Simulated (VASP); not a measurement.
Set up this calculation in VASP 6.6.1, as the native input.

```
Task                   : single point
Functional             : r2SCAN
Potentials or basis    : VASP PAW PBE potentials, release 64 (Ag, Cl)
Cutoff                 : 520 eV
k mesh                 : 8 × 8 × 8
Occupations            : gaussian, width 0.05 eV
Spin                   : no spin polarisation
Dipole correction      : no
Further INCAR settings : ALGO = Normal; EDIFF = 1e-06; NBANDS = 16
```

AgCl:

```
Ag Cl
1.0
     0.00000    2.73155    2.81475
     2.73155    0.00000    2.81475
     2.73155    2.73155    0.00000
Ag Cl
1 1
Direct
  0.50000 0.50000 0.50000
  0.00000 0.00000 0.00000
```

This cell differs from its parent crystal: strain -0.015 along x and y, +0.015 along z.

These files were run (other wordings do the same):

POSCAR

```
AgCl
1.0
    0.0000000000      2.7315527500      2.8147472500
    2.7315527500      0.0000000000      2.8147472500
    2.7315527500      2.7315527500      0.0000000000
Ag Cl
1 1
Direct
    0.5000000000      0.5000000000      0.5000000000
    0.0000000000      0.0000000000      0.0000000000
```

INCAR.step1

```
SYSTEM = AgCl
ALGO = Normal
EDIFF = 1E-4
ENCUT = 520
GGA = PE
ISMEAR = 0
LASPH = .True.
LCHARG = .False.
LREAL = .False.
LWAVE = .True.
NBANDS = 16
NELM = 60
PREC = Accurate
SIGMA = 0.05
```

INCAR.step2

```
SYSTEM = AgCl
ALGO = Normal
EDIFF = 1E-6
ENCUT = 520
ISIF = 2
ISMEAR = 0
ISTART = 1
LASPH = .True.
LCHARG = .False.
LMIXTAU = .True.
LREAL = .False.
LWAVE = .False.
METAGGA = R2SCAN
NBANDS = 16
NELM = 60
PREC = Accurate
SIGMA = 0.05
```

KPOINTS

```
k-points
0
Gamma
  8 8 8
  0 0 0
```

Potentials or basis: VASP PAW PBE potentials, release 64 (Ag, Cl).

Command:

```sh
$ cat potpaw_PBE.64/Ag/POTCAR potpaw_PBE.64/Cl/POTCAR > POTCAR
$ cp INCAR.step1 INCAR
$ mpirun -np 1 vasp_std > vasp.out
$ cp INCAR.step2 INCAR
$ mpirun -np 1 vasp_std > vasp.out
```

Results of the run:

```json
{
 "Pressure": "0.8 GPa",
 "Band gap on the k mesh": "1.33 eV (least direct gap 3.75 eV)"
}
```

Caveat: the cell differs from its parent crystal (strain -0.015 along x and y, +0.015 along z); the PAW data sets were made with another functional, which shifts forces and pressure a little.

Run time: 97 s on 1 thread of AMD EPYC 9R45 96-Core Processor (Zen 5), on a shared host, peak memory 0.17 GiB.
